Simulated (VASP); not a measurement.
# CaHfTe3 (Pm-3m) in VASP: notebook

Runs on CaHfTe3. Level: PBE. Tasks: single point, relaxation of cell and atoms.

Program: VASP 6.6.1. These are calculated values, not measurements. Logs are shortened: lines on timing, memory, paths and dates and some standing lists are left out, and cuts for length are marked.

### 1 The cell of the first run

It takes space group Pm-3m (No. 221, cubic). The conventional cell has a = 5.599 Å, b = 5.599 Å, c = 5.599 Å, α = 90.00°, β = 90.00°, γ = 90.00°. Ca (site symmetry m-3m) has 12 Te at 3.96 Å and 8 Hf at 4.85 Å within 5.2 Å. Within 3.7 Å of Hf (site symmetry m-3m) lie 6 Te at 2.80 Å. Within 3.7 Å of Te (site symmetry 4/mmm) lie 2 Hf at 2.80 Å.

### 2 Single point, PBE

File INCAR:

```
PREC     = Accurate       # precision mode
ENCUT    = 520            # plane-wave cutoff, eV
EDIFF    = 1E-7           # SCF threshold, eV
ISMEAR   = 0              # smearing method
SIGMA    = 0.1            # smearing width, eV
LREAL    = False          # projectors in reciprocal space
LASPH    = True           # aspherical terms in the spheres
NELM     = 60             # most SCF steps
ALGO     = Normal         # electronic algorithm
ISIF     = 2              # what is computed and relaxed
LWAVE    = False          # write WAVECAR
LCHARG   = False          # write CHGCAR
GGA      = PE             # functional
NBANDS   = 27             # bands
```

File KPOINTS:

```
Automatic mesh
0
Gamma
  8 8 8
```

File POSCAR:

```
CaHfTe3
1.0
    5.5987875189      0.0000000000      0.0000000000
    0.0000000000      5.5987875189      0.0000000000
    0.0000000000      0.0000000000      5.5987875189
Ca Hf Te
1 1 3
Direct
    0.0000000000      0.0000000000      0.0000000000
    0.5000000000      0.5000000000      0.5000000000
    0.0000000000      0.5000000000      0.5000000000
    0.5000000000      0.0000000000      0.5000000000
    0.5000000000      0.5000000000      0.0000000000
```

Potentials or basis: VASP PAW PBE potentials, release 64 (Ca_sv, Hf_pv, Te).

The run is started by

```sh
cat potpaw_PBE.64/Ca_sv/POTCAR potpaw_PBE.64/Hf_pv/POTCAR potpaw_PBE.64/Te/POTCAR > POTCAR
mpirun -np 1 vasp_std > vasp.out
```

OUTCAR:

```text
PREC = Accurate
   ENCUT = 520
   EDIFF = 1E-7
   ISMEAR = 0
   LREAL = False
   LASPH = True
   NELM = 60
   ISIF = 2
   GGA = PE

 ion  position               nearest neighbor table
   1  0.000  0.000  0.000-
   2  0.500  0.500  0.500-   3 2.80   4 2.80   5 2.80   5 2.80   4 2.80   3 2.80
   3  0.000  0.500  0.500-   2 2.80   2 2.80
   4  0.500  0.000  0.500-   2 2.80   2 2.80
   5  0.500  0.500  0.000-   2 2.80   2 2.80

  LATTYP: Found a simple cubic cell.
 ALAT       =     5.5987875189

  Lattice vectors:

 A1 = (   5.5987875189,   0.0000000000,   0.0000000000)
 A2 = (   0.0000000000,   5.5987875189,   0.0000000000)
 A3 = (   0.0000000000,   0.0000000000,   5.5987875189)

Analysis of symmetry for initial positions (statically):
=====================================================================
 Subroutine PRICEL returns:
 Original cell was already a primitive cell.

 Routine SETGRP: Setting up the symmetry group for a
 simple cubic supercell.

 Subroutine GETGRP returns: Found 48 space group operations
 (whereof 48 operations were pure point group operations)
 out of a pool of 48 trial point group operations.

The static configuration has the point symmetry O_h .

Analysis of symmetry for dynamics (positions and initial velocities):
=====================================================================
 Subroutine PRICEL returns:
 Original cell was already a primitive cell.

 Routine SETGRP: Setting up the symmetry group for a
 simple cubic supercell.

 Subroutine GETGRP returns: Found 48 space group operations
 (whereof 48 operations were pure point group operations)
 out of a pool of 48 trial point group operations.

The dynamic configuration has the point symmetry O_h .

 Subroutine INISYM returns: Found 48 space group operations
 (whereof 48 operations are pure point group operations),
 and found     1 'primitive' translations

----------------------------------------------------------------------------------------

                                     Primitive cell

  volume of cell :     175.5020

  direct lattice vectors                    reciprocal lattice vectors
     5.598787519  0.000000000  0.000000000     0.178610100  0.000000000  0.000000000
     0.000000000  5.598787519  0.000000000     0.000000000  0.178610100  0.000000000
     0.000000000  0.000000000  5.598787519     0.000000000  0.000000000  0.178610100

  length of vectors
     5.598787519  5.598787519  5.598787519     0.178610100  0.178610100  0.178610100

  position of ions in fractional coordinates (direct lattice)
     0.000000000  0.000000000  0.000000000
     0.500000000  0.500000000  0.500000000
     0.000000000  0.500000000  0.500000000
     0.500000000  0.000000000  0.500000000
     0.500000000  0.500000000  0.000000000

  ion indices of the primitive-cell ions
   primitive index   ion index
                 1           1
                 2           2
                 3           3
                 4           4
                 5           5

----------------------------------------------------------------------------------------

 KPOINTS: Automatic mesh

Automatic generation of k-mesh.
 Grid dimensions read from file:
 generate k-points for:    8    8    8

 Generating k-lattice:

  Cartesian coordinates                     Fractional coordinates (reciprocal lattice)
     0.022326263  0.000000000  0.000000000     0.125000000  0.000000000  0.000000000
     0.000000000  0.022326263  0.000000000     0.000000000  0.125000000  0.000000000
     0.000000000  0.000000000  0.022326263     0.000000000  0.000000000  0.125000000

  Length of vectors
     0.022326263  0.022326263  0.022326263

  Shift w.r.t. Gamma in fractional coordinates (k-lattice)
     0.000000000  0.000000000  0.000000000

 Subroutine IBZKPT returns following result:
 ===========================================

 Found     35 irreducible k-points:

 Following reciprocal coordinates:
            Coordinates               Weight
  0.000000  0.000000  0.000000      1.000000
  0.125000  0.000000  0.000000      6.000000
  0.250000  0.000000  0.000000      6.000000
  0.375000  0.000000  0.000000      6.000000
  0.500000  0.000000  0.000000      3.000000
  0.125000  0.125000  0.000000     12.000000
[... 16 lines left out ...]
  0.375000  0.375000  0.125000     24.000000
  0.500000  0.375000  0.125000     24.000000
 [... further k-points ...]
   k-points           NKPTS =     35   k-points in BZ     NKDIM =     35   number of bands    NBANDS=     27
   number of dos      NEDOS =    301   number of ions     NIONS =      5
   total plane-waves  NPLWV =  74088
   dimension x,y,z NGX =    42 NGY =   42 NGZ =   42
   dimension x,y,z NGXF=    84 NGYF=   84 NGZF=   84
   ions per type =               1   1   3
   NGX,Y,Z   is equivalent  to a cutoff of  12.47, 12.47, 12.47 a.u.
   NGXF,Y,Z  is equivalent  to a cutoff of  24.94, 24.94, 24.94 a.u.
 SYSTEM =  unknown system
   PREC   = accura    normal or accurate (medium, high low for compatibility)
   ISTART =      0    job   : 0-new  1-cont  2-samecut
   ICHARG =      2    charge: 1-file 2-atom 10-const
   ISPIN  =      1    spin polarized calculation?
   LNONCOLLINEAR =      F non collinear calculations
   LSORBIT =      F    spin-orbit coupling
   LASPH  =      T    aspherical Exc in radial PAW
   ENCUT  =  520.0 eV  38.22 Ry    6.18 a.u.  10.41 10.41 10.41*2*pi/ulx,y,z
   NELM   =     60;   NELMIN=  2; NELMDL= -5     # of ELM steps
   EDIFF  = 0.1E-06   stopping-criterion for ELM
   LREAL  =      F    real-space projection
   EDIFFG = 0.1E-05   stopping-criterion for IOM
   NSW    =      0    number of steps for IOM
   IBRION =     -1    ionic relax: 0-MD 1-quasi-New 2-CG
   NFREE  =      0    steps in history (QN), initial steepest desc. (CG)
   ISIF   =      2    stress and relaxation
   ISYM   =      2    0-nonsym 1-usesym 2-fastsym
   POTIM  = 0.5000    time-step for ionic-motion
   TEBEG  =    0.0;   TEEND  =   0.0 temperature during run
   PSTRESS=    0.0 pullay stress
   NELECT =      38.0000    total number of electrons
   NUPDOWN=      -1.0000    fix difference up-down
   EMIN   =  10.00;   EMAX   =-10.00  energy-range for DOS
   EFERMI =   0.00;   METHOD = LEGACY
   ISMEAR =     0;   SIGMA  =   0.10  broadening in eV -4-tet -1-fermi 0-gaus
   EFERMI_NEDOS =   21; number of points for ismear=-14 and -15
   IALGO  =     38    algorithm
   IMIX   =      4    mixing-type and parameters
     AMIX     =   0.40;   BMIX     =  1.00
     AMIX_MAG =   1.60;   BMIX_MAG =  1.00
  volume/ion in A,a.u.               =      35.10       236.87
  Fermi-wavevector in a.u.,A,eV,Ry     =   0.983049  1.857694 13.148484  0.966386
  Thomas-Fermi vector in A             =   2.114178
   LORBIT       =      0    0 simple, 1 ext, 2 COOP (PROOUT), +10 PAW based schemes
   GGA     = PE    functional components
   LHFCALC =     F    Hartree Fock is set to
   AEXX    =    0.0000 exact exchange contribution
   IVDW    =     0    specifies the selected vdW correction
   LEPSILON=     F    determine dielectric tensor
   LRPA    =     F    only Hartree local field effects (RPA)
 non-spin polarized calculation
 Gauss-broadening in eV      SIGMA  =   0.10
  energy-cutoff  :      520.00
  volume of cell :      175.50
 maximum number of plane-waves:      4761
 NGX is ok and might be reduce to    42
   NGX = 21   NGY = 21   NGZ = 21

 number of electron      37.9999995 magnetization

 Free energy of the ion-electron system (eV)
  ---------------------------------------------------
  ext. energy  EPLUGINS =         0.00000000
  ---------------------------------------------------
  free energy    TOTEN  =       -24.66597134 eV

  energy without entropy =      -24.66153755  energy(sigma->0) =      -24.66375445

 E-fermi :   4.5200     XC(G=0):  -8.6848

 val. band max:        4.4980260206   @ k =   0.5000   0.5000   0.0000
 cond. band min:       4.5205107775   @ k =   0.5000   0.5000   0.1250
 fundamental gap:      0.0224847570
 Fermi energy:         4.5199879153

 k-point     1 :       0.0000    0.0000    0.0000
  band No.  band energies     occupation
      1     -38.9671      2.00000
      2     -27.4061      2.00000
      3     -27.4061      2.00000
      4     -27.4061      2.00000
      5     -19.8965      2.00000
      6     -19.8965      2.00000
[... 19 lines left out ...]
     26       6.3453      0.00000
     27       6.3595      0.00000

 k-point     2 :       0.1250    0.0000    0.0000
  band No.  band energies     occupation
      1     -38.9671      2.00000
      2     -27.4060      2.00000
      3     -27.4060      2.00000
      4     -27.4058      2.00000
      5     -19.8966      2.00000
      6     -19.8965      2.00000
[... 19 lines left out ...]
     26       6.3126      0.00000
     27       6.4132      0.00000

 k-point     3 :       0.2500    0.0000    0.0000
  band No.  band energies     occupation
      1     -38.9671      2.00000
      2     -27.4060      2.00000
      3     -27.4060      2.00000
      4     -27.4052      2.00000
      5     -19.8969      2.00000
      6     -19.8965      2.00000
[... 19 lines left out ...]
     26       6.2307      0.00000
     27       6.6190      0.00000

 k-point     4 :       0.3750    0.0000    0.0000
  band No.  band energies     occupation
      1     -38.9671      2.00000
      2     -27.4059      2.00000
      3     -27.4059      2.00000
      4     -27.4046      2.00000
      5     -19.8972      2.00000
      6     -19.8964      2.00000
[... 19 lines left out ...]
     26       6.3859      0.00000
     27       6.7605      0.00000
[... 516 lines left out ...]
      4     -27.4042      2.00000
      5     -19.8973      2.00000
      6     -19.8968      2.00000
[... 19 lines left out ...]
     26       6.8189      0.00000
     27       6.8623      0.00000

 k-point    23 :       0.3750    0.3750    0.1250
  band No.  band energies     occupation
      1     -38.9671      2.00000
      2     -27.4054      2.00000
      3     -27.4044      2.00000
      4     -27.4044      2.00000
      5     -19.8971      2.00000
      6     -19.8971      2.00000
[... 19 lines left out ...]
     26       6.7332      0.00000
     27       6.9713      0.00000

 k-point    24 :       0.5000    0.3750    0.1250
  band No.  band energies     occupation
      1     -38.9671      2.00000
      2     -27.4054      2.00000
      3     -27.4043      2.00000
      4     -27.4041      2.00000
      5     -19.8972      2.00000
      6     -19.8971      2.00000
[... 19 lines left out ...]
     26       6.8947      0.00000
     27       6.9192      0.00000

 [... further k-points ...]

------------------------ aborting loop because EDIFF is reached ----------------------------------------

  FORCE on cell =-STRESS in cart. coord.  units (eV):
  Direction    XX          YY          ZZ          XY          YZ          ZX
  --------------------------------------------------------------------------------------
  -------------------------------------------------------------------------------------
  Total       -0.1330131     -0.1330131     -0.1330131      0.0000000     -0.0000000      0.0000000
  in kB       -1.2142915     -1.2142915     -1.2142915      0.0000000     -0.0000000      0.0000000
  external PRESSURE =      -1.2142915 kB  Pullay stress =       0.0000000 kB

 VOLUME and BASIS-vectors are now :
 -----------------------------------------------------------------------------
  energy-cutoff  :      520.00
  volume of cell :      175.50
      direct lattice vectors                 reciprocal lattice vectors
     5.598787519  0.000000000  0.000000000     0.178610100  0.000000000  0.000000000
     0.000000000  5.598787519  0.000000000     0.000000000  0.178610100  0.000000000
     0.000000000  0.000000000  5.598787519     0.000000000  0.000000000  0.178610100

 POSITION                                       TOTAL-FORCE (eV/Angst)
 -----------------------------------------------------------------------------------
      0.00000      0.00000      0.00000         0.000000      0.000000      0.000000
      2.79939      2.79939      2.79939         0.000000      0.000000      0.000000
      0.00000      2.79939      2.79939         0.000000      0.000000      0.000000
      2.79939      0.00000      2.79939         0.000000      0.000000      0.000000
      2.79939      2.79939      0.00000         0.000000      0.000000      0.000000
 -----------------------------------------------------------------------------------
    total drift:                                0.000000     -0.000000      0.000000

  FREE ENERGIE OF THE ION-ELECTRON SYSTEM (eV)
  ---------------------------------------------------
  free  energy   TOTEN  =       -24.6659713450 eV

  energy  without entropy=      -24.6615375542  energy(sigma->0) =      -24.66375445
```

Wall time 86 s (1 thread of Intel Xeon 6975P-C (Granite Rapids), shared host); peak memory 0.37 GiB.

What came out:

| Property | Result |
| --- | --- |
| Free energy | -24.6660 eV |
| Pressure | -0.1 GPa |
| Band gap on the k mesh | zero (bands 19 and 20 overlap by 0.35 eV) |

Caveat: spin-orbit coupling is left out, which moves the levels of the heavy elements.

### 3 Relaxation of cell and atoms, PBE

This run uses another cell than the first one, of 34.83 Å³/atom.

File INCAR:

```
PREC = Accurate ; ENCUT = 600
EDIFF = 1E-7 ; ISMEAR = 0
SIGMA = 0.1 ; LREAL = F
LASPH = T ; NELM = 100
ALGO = Normal ; ISIF = 3
LWAVE = F ; LCHARG = F
GGA = PE ; IBRION = 2
NSW = 100 ; EDIFFG = -0.01
```

File KPOINTS:

```
regular mesh
0
Gamma
  8 8 8
```

Edit POSCAR of step 2 so:

```diff
@@ -2,5 +2,5 @@
 1.0
-    5.5987875189      0.0000000000      0.0000000000
-    0.0000000000      5.5987875189      0.0000000000
-    0.0000000000      0.0000000000      5.5987875189
+    5.5842203056      0.0000000000      0.0000000000
+    0.0000000000      5.5842203056      0.0000000000
+    0.0000000000      0.0000000000      5.5842203056
 Ca Hf Te
```

Potentials or basis: VASP PAW PBE potentials, release 64 (Ca_sv, Hf_pv, Te).

The run is started by

```sh
cat potpaw_PBE.64/Ca_sv/POTCAR potpaw_PBE.64/Hf_pv/POTCAR potpaw_PBE.64/Te/POTCAR > POTCAR
mpirun -np 1 vasp_std > vasp.out
```

OUTCAR:

```text
PREC = Accurate
   ENCUT = 600
   EDIFF = 1E-7
   ISMEAR = 0
   LREAL = F
   LASPH = T
   NELM = 100
   ISIF = 3
   GGA = PE
   IBRION = 2
   NSW = 100
   EDIFFG = -0.01

 ion  position               nearest neighbor table
   1  0.000  0.000  0.000-
   2  0.500  0.500  0.500-   3 2.79   4 2.79   5 2.79   5 2.79   4 2.79   3 2.79
   3  0.000  0.500  0.500-   2 2.79   2 2.79
   4  0.500  0.000  0.500-   2 2.79   2 2.79
   5  0.500  0.500  0.000-   2 2.79   2 2.79

  LATTYP: Found a simple cubic cell.
 ALAT       =     5.5842203056

  Lattice vectors:

 A1 = (   5.5842203056,   0.0000000000,   0.0000000000)
 A2 = (   0.0000000000,   5.5842203056,   0.0000000000)
[... 266 lines left out ...]
  ext. energy  EPLUGINS =         0.00000000
  ---------------------------------------------------
  free energy    TOTEN  =       -24.66664857 eV

  energy without entropy =      -24.66226510  energy(sigma->0) =      -24.66445683

 E-fermi :   4.5422     XC(G=0):  -8.6947

 val. band max:        4.5209522382   @ k =   0.5000   0.5000   0.0000
 cond. band min:       4.5435651101   @ k =   0.5000   0.5000   0.1250
 fundamental gap:      0.0226128719
 Fermi energy:         4.5422167397

 k-point     1 :       0.0000    0.0000    0.0000
  band No.  band energies     occupation
      1     -38.9394      2.00000
      2     -27.3764      2.00000
      3     -27.3764      2.00000
      4     -27.3764      2.00000
      5     -19.8694      2.00000
      6     -19.8694      2.00000
[... 613 lines left out ...]
     22       6.0919      0.00000
     23       6.2459      0.00000

 [... further k-points ...]

------------------------ aborting loop because EDIFF is reached ----------------------------------------

  FORCE on cell =-STRESS in cart. coord.  units (eV):
  Direction    XX          YY          ZZ          XY          YZ          ZX
  --------------------------------------------------------------------------------------
  -------------------------------------------------------------------------------------
  Total        0.0011922      0.0011922      0.0011922      0.0000000      0.0000000     -0.0000000
  in kB        0.0109116      0.0109116      0.0109116      0.0000000      0.0000000     -0.0000000
  external PRESSURE =       0.0109116 kB  Pullay stress =       0.0000000 kB
[... 20 lines left out ...]
  FREE ENERGIE OF THE ION-ELECTRON SYSTEM (eV)
  ---------------------------------------------------
  free  energy   TOTEN  =       -24.6666485667 eV

  energy  without entropy=      -24.6622650961  energy(sigma->0) =      -24.66445683

 reached required accuracy - stopping structural energy minimisation
```

CONTCAR:

```text
CaHfTe3
   1.00000000000000
     5.5940964519314749    0.0000000000000000    0.0000000000000000
     0.0000000000000000    5.5940964519314749    0.0000000000000000
     0.0000000000000000    0.0000000000000000    5.5940964519314749
  Ca              Hf              Te
     1     1     3
Direct
     0.0000000000000000    0.0000000000000000    0.0000000000000000
     0.5000000000000000    0.5000000000000000    0.5000000000000000
     0.0000000000000000    0.5000000000000000    0.5000000000000000
     0.5000000000000000    0.0000000000000000    0.5000000000000000
     0.5000000000000000    0.5000000000000000    0.0000000000000000

  0.00000000E+00  0.00000000E+00  0.00000000E+00
  0.00000000E+00  0.00000000E+00  0.00000000E+00
  0.00000000E+00  0.00000000E+00  0.00000000E+00
  0.00000000E+00  0.00000000E+00  0.00000000E+00
  0.00000000E+00  0.00000000E+00  0.00000000E+00
```

Wall time 3.5 min (1 thread of Intel Xeon 6975P-C (Granite Rapids), shared host); peak memory 0.48 GiB.

What came out:

```yaml
Free_energy: -24.6666 eV
Relaxed_volume: 35.01 Å³/atom
Relaxed_cell: a = 5.594 Å, b = 5.594 Å, c = 5.594 Å, α = 90.00°, β = 90.00°, γ = 90.00°
Space_group_after_relaxing_to_0.1_Å: Pm-3m (No. 221)
Energy_gained_by_relaxing: 0.1 meV/atom
Ionic_steps: 3
Pressure_after_relaxing: 0.0 GPa
Band_gap_on_the_k_mesh: zero (bands 19 and 20 overlap by 0.35 eV)
```

The path:
| step | energy change (eV) | largest force (eV/Å) | pressure (GPa) | volume (Å³) |
| --- | --- | --- | --- | --- |
| 1 | 0.0000 | 0.0000 | 0.26 | 174.14 |
| 2 | -0.0005 | 0.0000 | -0.13 | 175.56 |
| 3 | -0.0007 | 0.0000 | 0.00 | 175.06 |

Final structure:
```xyz
5
Lattice="5.5941 0.0000 0.0000 0.0000 5.5941 0.0000 0.0000 0.0000 5.5941" Properties=species:S:1:pos:R:3 pbc="T T T"
Ca    0.0000    0.0000    0.0000
Hf    2.7970    2.7970    2.7970
Te    0.0000    2.7970    2.7970
Te    2.7970    0.0000    2.7970
Te    2.7970    2.7970    0.0000
```

Levels at points of the mesh, in eV from the Fermi level:
| k point | band 15 | band 16 | band 17 | band 18 | band 19 | band 20 | band 21 | band 22 | band 23 |
| --- | --- | --- | --- | --- | --- | --- | --- | --- | --- |
| (0.00, 0.00, 0.00) | -1.27 | -1.27 | -0.54 | -0.54 | -0.54 | -0.20 | -0.20 | -0.20 | 0.02 |
| (0.50, 0.00, 0.00) | -2.76 | -2.76 | -1.97 | -0.84 | -0.84 | -0.06 | 1.59 | 1.59 | 1.77 |
| (0.50, 0.50, 0.00) | -2.78 | -2.64 | -2.22 | -2.22 | -0.02 | 1.38 | 1.54 | 1.56 | 1.70 |
| (0.50, 0.50, 0.50) | -3.55 | -3.55 | 0.15 | 0.15 | 0.15 | 0.18 | 1.71 | 1.71 | 1.71 |

Caveat: spin-orbit coupling is left out, which moves the levels of the heavy elements.
